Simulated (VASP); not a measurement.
# SnTe (I4/mmm) in VASP: notebook

SnTe is run at these levels: PBEsol; tasks: single point.

Program: VASP 6.6.1. These are calculated values, not measurements. Logs are shortened: lines on timing, memory, paths and dates and some standing lists are left out, and cuts for length are marked.

### Step 1. The cell of the first run

It takes space group I4/mmm (No. 139, tetragonal). The conventional cell has a = 4.352 Å, b = 4.352 Å, c = 6.471 Å, α = 90.00°, β = 90.00°, γ = 90.00°. Within 4.1 Å of Sn (site symmetry 4/mmm) lie 6 Te at 3.08 to 3.24 Å. Te (site symmetry 4/mmm) has 6 Sn at 3.08 to 3.24 Å within 4.1 Å.

### Step 2. Single point, PBEsol (strain -0.025 along x and y, +0.025 along z)

INCAR reads:

```
SYSTEM = SnTe
  PREC = Accurate
  ENCUT = 500
  EDIFF = 1E-6
  ISMEAR = 0
  SIGMA = 0.03
  LREAL = .FALSE.
  LASPH = .TRUE.
  NELM = 120
  ALGO = Normal
  ISIF = 2
  LWAVE = .FALSE.
  LCHARG = .TRUE.
  GGA = PS
  LELF = .TRUE.
  LVHAR = .TRUE.
  NBANDS = 17
  GGA_COMPAT = .FALSE.
```

KPOINTS reads:

```
regular mesh
0
G
  10 10 10
  0 0 0
```

POSCAR reads:

```
SnTe
1.0
    0.0000000000      3.0775875000      3.2354125000
    3.0775875000      0.0000000000      3.2354125000
    3.0775875000      3.0775875000      0.0000000000
Sn Te
1 1
Direct
    0.0000000000      0.0000000000      0.0000000000
    0.5000000000      0.5000000000      0.5000000000
```

Potentials or basis: VASP PAW PBE potentials, release 64 (Sn_d, Te).

Started as:

```sh
> cat potpaw_PBE.64/Sn_d/POTCAR potpaw_PBE.64/Te/POTCAR > POTCAR
> mpirun -np 1 vasp_std > vasp.out
```

OUTCAR:

```text
SYSTEM = SnTe
   PREC = Accurate
   ENCUT = 500
   EDIFF = 1E-6
   ISMEAR = 0
   LREAL = .FALSE.
   LASPH = .TRUE.
   NELM = 120
   ISIF = 2
   GGA = PS

 ion  position               nearest neighbor table
   1  0.000  0.000  0.000-   2 3.08   2 3.08   2 3.08   2 3.08   2 3.24   2 3.24
   2  0.500  0.500  0.500-   1 3.08   1 3.08   1 3.08   1 3.08   1 3.24   1 3.24

  LATTYP: Found a body centered tetragonal cell.
 ALAT       =     4.3523659819
 C/A-ratio  =     1.4867373348

  Lattice vectors:

 A1 = (  -3.0775875000,   0.0000000000,   3.2354125000)
 A2 = (   3.0775875000,   0.0000000000,   3.2354125000)
 A3 = (   0.0000000000,   3.0775875000,  -3.2354125000)

Analysis of symmetry for initial positions (statically):
=====================================================================
 Subroutine PRICEL returns:
 Original cell was already a primitive cell.

 Routine SETGRP: Setting up the symmetry group for a
 body centered tetragonal supercell.

 Subroutine GETGRP returns: Found 16 space group operations
 (whereof 16 operations were pure point group operations)
 out of a pool of 16 trial point group operations.

The static configuration has the point symmetry D_4h.

Analysis of symmetry for dynamics (positions and initial velocities):
=====================================================================
 Subroutine PRICEL returns:
 Original cell was already a primitive cell.

 Routine SETGRP: Setting up the symmetry group for a
 body centered tetragonal supercell.

 Subroutine GETGRP returns: Found 16 space group operations
 (whereof 16 operations were pure point group operations)
 out of a pool of 16 trial point group operations.

The dynamic configuration has the point symmetry D_4h.

 Subroutine INISYM returns: Found 16 space group operations
 (whereof 16 operations are pure point group operations),
 and found     1 'primitive' translations

----------------------------------------------------------------------------------------

                                     Primitive cell

  volume of cell :      61.2887

  direct lattice vectors                    reciprocal lattice vectors
     0.000000000  3.077587500  3.235412500    -0.162464918  0.162464918  0.154539800
     3.077587500  0.000000000  3.235412500     0.162464918 -0.162464918  0.154539800
     3.077587500  3.077587500  0.000000000     0.162464918  0.162464918 -0.154539800

  length of vectors
     4.465359881  4.465359881  4.352365982     0.276897542  0.276897542  0.276897542

  position of ions in fractional coordinates (direct lattice)
     0.000000000  0.000000000  0.000000000
     0.500000000  0.500000000  0.500000000

  ion indices of the primitive-cell ions
   primitive index   ion index
                 1           1
                 2           2

----------------------------------------------------------------------------------------

 KPOINTS: regular mesh

Automatic generation of k-mesh.
 Grid dimensions read from file:
 generate k-points for:   10   10   10

 Generating k-lattice:

  Cartesian coordinates                     Fractional coordinates (reciprocal lattice)
    -0.016246492  0.016246492  0.015453980     0.100000000  0.000000000  0.000000000
     0.016246492 -0.016246492  0.015453980     0.000000000  0.100000000  0.000000000
     0.016246492  0.016246492 -0.015453980    -0.000000000 -0.000000000  0.100000000

  Length of vectors
     0.027689754  0.027689754  0.027689754

  Shift w.r.t. Gamma in fractional coordinates (k-lattice)
     0.000000000  0.000000000  0.000000000

 Subroutine IBZKPT returns following result:
 ===========================================

 Found    102 irreducible k-points:

 Following reciprocal coordinates:
            Coordinates               Weight
  0.000000  0.000000  0.000000      1.000000
  0.100000  0.000000  0.000000      8.000000
  0.200000  0.000000  0.000000      8.000000
  0.300000  0.000000  0.000000      8.000000
  0.400000  0.000000  0.000000      8.000000
  0.500000  0.000000  0.000000      4.000000
[... 16 lines left out ...]
[... 51 lines left out ...]
      1     -14.7378      2.00000
      2     -14.7219      2.00000
      3     -14.7219      2.00000
      4     -14.7189      2.00000
      5     -14.7107      2.00000
      6      -5.8195      2.00000
[... 9 lines left out ...]
     16      12.3993      0.00000
     17      14.3977      0.00000

 k-point     8 :       0.2000    0.1000    0.0000
  band No.  band energies     occupation
      1     -14.7392      2.00000
      2     -14.7213      2.00000
      3     -14.7209      2.00000
      4     -14.7185      2.00000
      5     -14.7104      2.00000
      6      -5.6334      2.00000
[... 9 lines left out ...]
     16      12.9900      0.00000
     17      15.2168      0.00000
[... 203 lines left out ...]
      1     -14.7440      2.00000
      2     -14.7236      2.00000
      3     -14.7180      2.00000
      4     -14.7144      2.00000
      5     -14.7069      2.00000
      6      -4.5626      2.00000
[... 9 lines left out ...]
     16      16.1245      0.00000
     17      16.4242      0.00000

 k-point    20 :      -0.4000    0.2000    0.0000
  band No.  band energies     occupation
      1     -14.7420      2.00000
      2     -14.7255      2.00000
      3     -14.7193      2.00000
      4     -14.7153      2.00000
      5     -14.7043      2.00000
      6      -4.4478      2.00000
[... 9 lines left out ...]
     16      14.7974      0.00000
     17      16.9414      0.00000

 k-point    21 :      -0.3000    0.2000    0.0000
  band No.  band energies     occupation
      1     -14.7395      2.00000
      2     -14.7264      2.00000
      3     -14.7210      2.00000
      4     -14.7171      2.00000
      5     -14.7029      2.00000
      6      -4.6669      2.00000
[... 9 lines left out ...]
     16      15.1484      0.00000
     17      15.9771      0.00000

 k-point    22 :      -0.2000    0.2000    0.0000
  band No.  band energies     occupation
      1     -14.7374      2.00000
      2     -14.7259      2.00000
      3     -14.7223      2.00000
      4     -14.7191      2.00000
      5     -14.7033      2.00000
      6      -5.0392      2.00000
[... 9 lines left out ...]
     16      14.4165      0.00000
     17      15.5768      0.00000

 k-point    23 :       0.3000    0.3000    0.0000
  band No.  band energies     occupation
      1     -14.7471      2.00000
      2     -14.7166      2.00000
      3     -14.7160      2.00000
      4     -14.7160      2.00000
      5     -14.7128      2.00000
      6      -5.0854      2.00000
[... 9 lines left out ...]
     16      15.3926      0.00000
     17      15.3926      0.00000

 k-point    24 :       0.4000    0.3000    0.0000
  band No.  band energies     occupation
      1     -14.7488      2.00000
      2     -14.7174      2.00000
      3     -14.7150      2.00000
      4     -14.7141      2.00000
      5     -14.7124      2.00000
      6      -4.8136      2.00000
[... 9 lines left out ...]
     16      16.2192      0.00000
     17      16.4996      0.00000

 [... further k-points ...]

------------------------ aborting loop because EDIFF is reached ----------------------------------------

  FORCE on cell =-STRESS in cart. coord.  units (eV):
  Direction    XX          YY          ZZ          XY          YZ          ZX
  --------------------------------------------------------------------------------------
  -------------------------------------------------------------------------------------
  Total        1.2167093      1.2167093     -1.2576170      0.0000000     -0.0000000      0.0000000
  in kB       31.8065777     31.8065777    -32.8759643      0.0000000     -0.0000000      0.0000000
  external PRESSURE =      10.2457304 kB  Pullay stress =       0.0000000 kB

 VOLUME and BASIS-vectors are now :
 -----------------------------------------------------------------------------
  energy-cutoff  :      500.00
  volume of cell :       61.29
      direct lattice vectors                 reciprocal lattice vectors
     0.000000000  3.077587500  3.235412500    -0.162464918  0.162464918  0.154539800
     3.077587500  0.000000000  3.235412500     0.162464918 -0.162464918  0.154539800
     3.077587500  3.077587500  0.000000000     0.162464918  0.162464918 -0.154539800

 POSITION                                       TOTAL-FORCE (eV/Angst)
 -----------------------------------------------------------------------------------
      0.00000      0.00000      0.00000         0.000000     -0.000000      0.000000
      3.07759      3.07759      3.23541         0.000000      0.000000     -0.000000
 -----------------------------------------------------------------------------------
    total drift:                               -0.000000      0.000000      0.000000

  FREE ENERGIE OF THE ION-ELECTRON SYSTEM (eV)
  ---------------------------------------------------
  free  energy   TOTEN  =        -8.2943866209 eV

  energy  without entropy=       -8.2943865925  energy(sigma->0) =       -8.29438661
```

Run time: 40 s. Hardware: 1 thread of AMD EPYC 9R45 (Zen 5), shared host; peak memory 0.23 GiB.

Results:

```yaml
Free_energy: -8.2944 eV
Pressure: 1.0 GPa
Band_gap_on_the_k_mesh: 0.18 eV (least direct gap 0.36 eV)
```

Stress tensor (GPa, compression positive):
```
 3.18  0.00  0.00
 0.00  3.18  0.00
 0.00  0.00 -3.29
```

Levels at points of the mesh, in eV from the valence-band top:
| k point | band 6 | band 7 | band 8 | band 9 | band 10 | band 11 | band 12 | band 13 | band 14 | band 15 |
| --- | --- | --- | --- | --- | --- | --- | --- | --- | --- | --- |
| (0.00, 0.00, 0.00) | -12.94 | -4.56 | -2.32 | -2.32 | -1.79 | 2.65 | 3.84 | 3.84 | 4.50 | 4.86 |
| (0.50, 0.00, 0.00) | -11.60 | -8.44 | -1.89 | -1.73 | -0.12 | 0.24 | 0.38 | 0.47 | 7.78 | 8.74 |
| (0.50, 0.50, 0.00) | -11.48 | -6.21 | -5.64 | -3.72 | -3.72 | 2.16 | 5.22 | 5.22 | 6.06 | 9.18 |
| (0.50, 0.00, 0.50) | -11.18 | -6.56 | -5.75 | -4.13 | -3.56 | 2.03 | 4.36 | 5.67 | 6.85 | 8.96 |

Caveat: the cell differs from its parent crystal (strain -0.025 along x and y, +0.025 along z); the stress differs along the axes, from -3 to 3 GPa; semilocal functionals underestimate gaps, and a narrow one can read as zero; the PAW data sets were made with another functional, which shifts forces and pressure a little; spin-orbit coupling is left out, which moves the levels of the heavy elements.

### Step 3. Single point, PBEsol (strain +0.000 along x and y, +0.025 along z)

INCAR reads:

```
SYSTEM = SnTe
PREC = Accurate
ENCUT = 500
EDIFF = 1E-6
ISMEAR = 0
SIGMA = 0.03
LREAL = .FALSE.
LASPH = .TRUE.
NELM = 120
ALGO = Normal
ISIF = 2
LWAVE = .FALSE.
LCHARG = .FALSE.
GGA = PS
NBANDS = 17
GGA_COMPAT = .FALSE.
```

KPOINTS reads:

```
Automatic mesh
0
G
  10 10 10
  0 0 0
```

POSCAR reads:

```
SnTe
1.0
    0.0000000000      3.1565000000      3.2354125000
    3.1565000000      0.0000000000      3.2354125000
    3.1565000000      3.1565000000      0.0000000000
Sn Te
1 1
Direct
    0.0000000000      0.0000000000      0.0000000000
    0.5000000000      0.5000000000      0.5000000000
```

Potentials or basis: VASP PAW PBE potentials, release 64 (Sn_d, Te).

Started as:

```sh
> cat potpaw_PBE.64/Sn_d/POTCAR potpaw_PBE.64/Te/POTCAR > POTCAR
> mpirun -np 1 vasp_std > vasp.out
```

It took 49 s on 1 thread of AMD EPYC 9R45 (Zen 5), shared host; peak memory 0.24 GiB.

Results (log left out):

| Item | Value |
| --- | --- |
| Free energy | -8.3185 eV |
| Pressure | -1.5 GPa |
| Band gap on the k mesh | 0.09 eV |

Stress tensor (GPa, compression positive):
```
-0.65  0.00  0.00
 0.00 -0.65  0.00
 0.00  0.00 -3.33
```

Levels at points of the mesh, in eV from the valence-band top:
```
           k point  band 7  band 8  band 9  band 10  band 11  band 12  band 13  band 14
(0.00, 0.00, 0.00)   -4.77   -2.09   -2.09    -1.83     2.94     3.52     3.52     4.71
(0.50, 0.00, 0.00)   -8.15   -1.71   -1.64     0.00     0.09     0.42     0.49     7.66
(0.50, 0.50, 0.00)   -6.31   -5.30   -3.51    -3.51     2.31     4.89     4.89     5.94
(0.50, 0.00, 0.50)   -6.46   -5.36   -3.71    -3.43     2.25     4.48     5.10     6.33
```

Caveat: the cell differs from its parent crystal (strain +0.000 along x and y, +0.025 along z); semilocal functionals underestimate gaps, and a narrow one can read as zero; the PAW data sets were made with another functional, which shifts forces and pressure a little; spin-orbit coupling is left out, which moves the levels of the heavy elements.

### Step 4. Single point, PBEsol (strain +0.000 along x and y, +0.050 along z)

INCAR reads:

```
  ALGO = Normal
  EDIFF = 1E-6
  ENCUT = 500
  GGA = PS
  GGA_COMPAT = F
  ISIF = 2
  ISMEAR = 0
  LASPH = T
  LCHARG = F
  LREAL = F
  LWAVE = F
  NBANDS = 17
  NELM = 120
  PREC = Accurate
  SIGMA = 0.03
```

KPOINTS reads:

```
k-points
0
Gamma
  10 10 10
```

POSCAR reads:

```
SnTe
1.0
    0.0000000000      3.1565000000      3.3143250000
    3.1565000000      0.0000000000      3.3143250000
    3.1565000000      3.1565000000      0.0000000000
Sn Te
1 1
Direct
    0.0000000000      0.0000000000      0.0000000000
    0.5000000000      0.5000000000      0.5000000000
```

Started as:

```sh
> cat potpaw_PBE.64/Sn_d/POTCAR potpaw_PBE.64/Te/POTCAR > POTCAR
> mpirun -np 1 vasp_std > vasp.out
```

Run time: 48 s. Hardware: 1 thread of AMD EPYC 9R45 (Zen 5), shared host; peak memory 0.25 GiB.

It converged, with:

```
Free energy            : -8.2762 eV
Pressure               : -2.3 GPa
Band gap on the k mesh : 0.10 eV
```

Stress tensor (GPa, compression positive):
```
-0.74  0.00  0.00
 0.00 -0.74  0.00
 0.00  0.00 -5.27
```

Levels at points of the mesh, in eV from the valence-band top:
| k point | band 7 | band 8 | band 9 | band 10 | band 11 | band 12 | band 13 | band 14 |
| --- | --- | --- | --- | --- | --- | --- | --- | --- |
| (0.00, 0.00, 0.00) | -4.82 | -2.08 | -2.08 | -1.59 | 2.59 | 3.67 | 3.67 | 4.67 |
| (0.50, 0.00, 0.00) | -8.02 | -1.66 | -1.53 | 0.00 | 0.10 | 0.49 | 0.60 | 7.62 |
| (0.50, 0.50, 0.00) | -6.17 | -5.08 | -3.34 | -3.34 | 2.47 | 4.88 | 4.88 | 5.57 |
| (0.50, 0.00, 0.50) | -6.46 | -5.19 | -3.71 | -3.18 | 2.35 | 4.09 | 5.27 | 6.31 |

Caveat: the cell differs from its parent crystal (strain +0.000 along x and y, +0.050 along z); semilocal functionals underestimate gaps, and a narrow one can read as zero; the PAW data sets were made with another functional, which shifts forces and pressure a little; spin-orbit coupling is left out, which moves the levels of the heavy elements. A k mesh can miss the band edges.

### Step 5. Single point, PBEsol (strain +0.025 along x and y, +0.000 along z)

INCAR reads:

```
PREC = Accurate
ENCUT = 500
EDIFF = 1E-6
ISMEAR = 0
SIGMA = 0.03
LREAL = False
LASPH = True
NELM = 120
ALGO = Normal
ISIF = 2
LWAVE = False
LCHARG = False
GGA = PS
NBANDS = 17
GGA_COMPAT = False
```

KPOINTS reads:

```
Automatic mesh
0
Gamma
  10 10 10
```

POSCAR reads:

```
SnTe
1.0
    0.0000000000      3.2354125000      3.1565000000
    3.2354125000      0.0000000000      3.1565000000
    3.2354125000      3.2354125000      0.0000000000
Sn Te
1 1
Direct
    0.0000000000      0.0000000000      0.0000000000
    0.5000000000      0.5000000000      0.5000000000
```

Started as:

```sh
> cat potpaw_PBE.64/Sn_d/POTCAR potpaw_PBE.64/Te/POTCAR > POTCAR
> mpirun -np 1 vasp_std > vasp.out
```

Wall time 48 s (1 thread of AMD EPYC 9R45 (Zen 5), shared host); peak memory 0.25 GiB.

It converged, with:

| Property | Result |
| --- | --- |
| Free energy | -8.2982 eV |
| Pressure | -2.5 GPa |
| Band gap on the k mesh | 0.02 eV |

Stress tensor (GPa, compression positive):
```
-3.35  0.00  0.00
 0.00 -3.35  0.00
 0.00  0.00 -0.67
```

Levels at points of the mesh, in eV from the valence-band top:
| k point | band 6 | band 7 | band 8 | band 9 | band 10 | band 11 | band 12 | band 13 | band 14 | band 15 |
| --- | --- | --- | --- | --- | --- | --- | --- | --- | --- | --- |
| (0.00, 0.00, 0.00) | -12.40 | -4.88 | -2.13 | -1.87 | -1.87 | 3.06 | 3.06 | 3.64 | 4.79 | 4.79 |
| (0.50, 0.00, 0.00) | -11.25 | -8.05 | -1.66 | -1.61 | 0.00 | 0.02 | 0.41 | 0.53 | 7.58 | 8.51 |
| (0.50, 0.50, 0.00) | -10.91 | -6.51 | -5.22 | -3.49 | -3.49 | 2.30 | 4.62 | 4.62 | 6.25 | 8.92 |
| (0.50, 0.00, 0.50) | -11.03 | -6.37 | -5.17 | -3.57 | -3.30 | 2.36 | 4.41 | 5.03 | 5.87 | 8.88 |

Caveat: the cell differs from its parent crystal (strain +0.025 along x and y, +0.000 along z); semilocal functionals underestimate gaps, and a narrow one can read as zero; the PAW data sets were made with another functional, which shifts forces and pressure a little; spin-orbit coupling is left out, which moves the levels of the heavy elements.

### Step 6. Single point, PBEsol (strain +0.025 along x and y, +0.050 along z)

INCAR reads:

```
  PREC = Accurate
  ENCUT = 500
  EDIFF = 1E-6
  ISMEAR = 0
  SIGMA = 0.03
  LREAL = F
  LASPH = T
  NELM = 120
  ALGO = Normal
  ISIF = 2
  LWAVE = F
  LCHARG = F
  GGA = PS
  NBANDS = 17
  GGA_COMPAT = F
```

KPOINTS is that of step 5.

POSCAR reads:

```
SnTe
1.0
    0.0000000000      3.2354125000      3.3143250000
    3.2354125000      0.0000000000      3.3143250000
    3.2354125000      3.2354125000      0.0000000000
Sn Te
1 1
Direct
    0.0000000000      0.0000000000      0.0000000000
    0.5000000000      0.5000000000      0.5000000000
```

Potentials or basis: VASP PAW PBE potentials, release 64 (Sn_d, Te).

Started as:

```sh
> cat potpaw_PBE.64/Sn_d/POTCAR potpaw_PBE.64/Te/POTCAR > POTCAR
> mpirun -np 1 vasp_std > vasp.out
```

It took 47 s on 1 thread of AMD EPYC 9R45 (Zen 5), shared host; peak memory 0.25 GiB.

It converged, with:

```
Free energy            : -8.2329 eV
Pressure               : -4.0 GPa
Band gap on the k mesh : 0.12 eV
```

Stress tensor (GPa, compression positive):
```
-3.36  0.00  0.00
 0.00 -3.36  0.00
 0.00  0.00 -5.26
```

Levels at points of the mesh, in eV from the valence-band top:
```csv
k point,band 6,band 7,band 8,band 9,band 10,band 11,band 12,band 13,band 14,band 15
"(0.00, 0.00, 0.00)",-11.98,-4.97,-1.82,-1.82,-1.58,2.88,3.40,3.40,4.90,5.06
"(0.50, 0.00, 0.00)",-10.95,-7.73,-1.46,-1.40,0.00,0.12,0.58,0.65,7.56,8.46
"(0.50, 0.50, 0.00)",-10.80,-6.22,-4.74,-3.11,-3.11,2.64,4.61,4.61,5.51,8.90
"(0.50, 0.00, 0.50)",-10.70,-6.34,-4.80,-3.29,-3.03,2.58,4.23,4.79,5.86,8.84
```

Caveat: the cell differs from its parent crystal (strain +0.025 along x and y, +0.050 along z); the cell stands under tension; semilocal functionals underestimate gaps, and a narrow one can read as zero; the PAW data sets were made with another functional, which shifts forces and pressure a little; spin-orbit coupling is left out, which moves the levels of the heavy elements. A k mesh can miss the band edges.

### Step 7. Summary

```csv
cell,gap on the mesh (eV),pressure (GPa)
"a = 4.465, b = 4.465, c = 4.352 Å, angles 60.8, 60.8, 58.3°, 2 atoms",0.18,1.0
"a = 4.520, b = 4.520, c = 4.464 Å, angles 60.4, 60.4, 59.2°, 2 atoms",0.09,-1.5
"a = 4.577, b = 4.577, c = 4.464 Å, angles 60.8, 60.8, 58.4°, 2 atoms",0.10,-2.3
"a = 4.520, b = 4.520, c = 4.576 Å, angles 59.6, 59.6, 60.8°, 2 atoms",0.02,-2.5
"a = 4.632, b = 4.632, c = 4.576 Å, angles 60.4, 60.4, 59.2°, 2 atoms",0.12,-4.0
```

Alike in all rows: task single point; level PBEsol; potentials or basis VASP PAW PBE potentials, release 64 (Sn_d, Te); no spin polarisation; k mesh 10 × 10 × 10; cutoff (eV) 500; smearing gaussian 0.03 eV.

Caveats: semilocal functionals underestimate gaps, and a narrow one can read as zero; the PAW data sets were made with another functional, which shifts forces and pressure a little; spin-orbit coupling is left out, which moves the levels of the heavy elements; the stress differs along the axes, from -3 to 3 GPa (at least some runs); the cell stands under tension (at least some runs).

Total energies depend on the potentials used, so only differences within one code and one set of settings carry meaning.
